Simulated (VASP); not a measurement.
The system is SiO2.

```
Si O
1.0
     4.87570    0.00000    0.00000
     0.00000    4.87570    0.00000
     0.00000    0.00000    6.71630
Si O
4 8
Direct
  0.31250 0.31250 0.00000
  0.18750 0.81250 0.25000
  0.68750 0.68750 0.50000
  0.81250 0.18750 0.75000
  0.23560 0.12690 0.19040
  0.37310 0.73560 0.44040
  0.76440 0.87310 0.69040
  0.62690 0.26440 0.94040
  0.73560 0.37310 0.55960
  0.87310 0.76440 0.30960
  0.26440 0.62690 0.05960
  0.12690 0.23560 0.80960
```

```yaml
Program: VASP 6.6.1
Task: relaxation of the atoms
Functional: PBE
Potentials_or_basis: VASP PAW PBE potentials, release 64 (Si, O)
Cutoff: 520 eV
k_mesh: 5 × 5 × 4
Occupations: fermi-dirac, width 0.02 eV
Spin: no spin polarisation
```

At the start: pressure 8.7 GPa; volume 13.31 Å³/atom.

Q: Where does the relaxation end?

A: Over 16 steps the energy falls by 9.1 meV/atom at a fixed cell; space group P4_12_12 (No. 92, to 0.1 Å) before and after.

The path:
| step | energy change (eV) | largest force (eV/Å) | pressure (GPa) |
| --- | --- | --- | --- |
| 1 | 0.0000 | 0.4997 | 8.70 |
| 2 | -0.0472 | 0.6372 | 6.44 |
| 3 | -0.0478 | 0.5562 | 6.64 |
| 4 | -0.0801 | 0.3742 | 5.30 |
| 5 | -0.0928 | 0.1919 | 3.91 |
| 6 | -0.0928 | 0.1842 | 3.83 |
| 7 | -0.0957 | 0.1418 | 3.81 |
| 8 | -0.1020 | 0.1295 | 3.73 |
| 9 | -0.1038 | 0.2432 | 3.56 |
| 10 | -0.1048 | 0.1794 | 3.63 |
| 11 | -0.1068 | 0.1064 | 3.56 |
| 12 | -0.1078 | 0.0670 | 3.47 |
| 13 | -0.1078 | 0.0629 | 3.48 |
| 14 | -0.1081 | 0.0567 | 3.41 |
| 15 | -0.1088 | 0.0388 | 3.22 |
| 16 | -0.1094 | 0.0088 | 2.84 |

Final structure:
```
Si O
1.0
     4.87570    0.00000    0.00000
     0.00000    4.87570    0.00000
     0.00000    0.00000    6.71630
Si O
4 8
Direct
  0.31595 0.31595 0.00000
  0.18405 0.81595 0.25000
  0.68405 0.68405 0.50000
  0.81595 0.18405 0.75000
  0.23232 0.13683 0.19510
  0.36317 0.73232 0.44510
  0.76768 0.86317 0.69510
  0.63683 0.26768 0.94510
  0.73232 0.36317 0.55490
  0.86317 0.76768 0.30490
  0.26768 0.63683 0.05490
  0.13683 0.23232 0.80490
```
